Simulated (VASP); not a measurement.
Write the native input for VASP 6.6.1 that does the following.

| Item | Value |
| --- | --- |
| Task | single point |
| Functional | PBE |
| Potentials or basis | VASP PAW PBE potentials, release 64 (W_sv, Si) |
| Cutoff | 520 eV |
| k mesh | 5 × 5 × 1 |
| Occupations | gaussian, width 0.1 eV |
| Spin | no spin polarisation |
| Dipole correction | yes |
| Further INCAR settings | ALGO = Normal; EDIFF = 1e-06; NBANDS = 98 |

The structure of SiW12 lies in POSCAR:

```
SiW12
1.0
    5.7094426449      0.0000000000      0.0000000000
    0.0000000000      5.7094426449      0.0000000000
    0.0000000000      0.0000000000     19.4446428585
W Si
12 1
Direct
    0.2500000000      0.2500000000      0.2057121866
    0.2500000000      0.7500000000      0.2057121866
    0.7500000000      0.2500000000      0.2057121866
    0.7500000000      0.7500000000      0.2057121866
    0.0000000000      0.0000000000      0.3071173000
    0.0000000000      0.5000000000      0.3071173000
    0.5000000000      0.0000000000      0.3071173000
    0.5000000000      0.5000000000      0.3071173000
    0.2500000000      0.2500000000      0.4085774635
    0.2500000000      0.7500000000      0.4085774635
    0.7500000000      0.2500000000      0.4085774635
    0.7500000000      0.7500000000      0.4085774635
    0.3333333333      0.5000000000      0.5075754058
```

One way to write it, as run:

INCAR

```
SYSTEM = SiW12
  PREC = Accurate
  ENCUT = 520
  EDIFF = 1E-6
  ISMEAR = 0
  SIGMA = 0.1
  LREAL = .FALSE.
  LASPH = .TRUE.
  NELM = 100
  ALGO = Normal
  ISIF = 2
  LWAVE = .FALSE.
  LCHARG = .FALSE.
  LDIPOL = .TRUE.
  IDIPOL = 3
  DIPOL = 0.5 0.5 0.323
  GGA = PE
  NBANDS = 98
```

KPOINTS

```
regular mesh
0
G
  5 5 1
  0 0 0
```

Potentials or basis: VASP PAW PBE potentials, release 64 (W_sv, Si).

Launch:

```console
$ cat potpaw_PBE.64/W_sv/POTCAR potpaw_PBE.64/Si/POTCAR > POTCAR
$ mpirun -np 1 vasp_std > vasp.out
```

Results of the run:

| Quantity | Value |
| --- | --- |
| Largest force | 0.726 eV/Å |
| Band gap on the k mesh | zero (bands 86 and 87 overlap by 0.17 eV) |

Caveat: spin-orbit coupling is left out, which moves the levels of the heavy elements.

Run time: 35 min on 1 thread of Intel(R) Xeon(R) Platinum 8259CL CPU @ 2.50GHz (Skylake/Cascade Lake), on a shared host, peak memory 0.79 GiB.
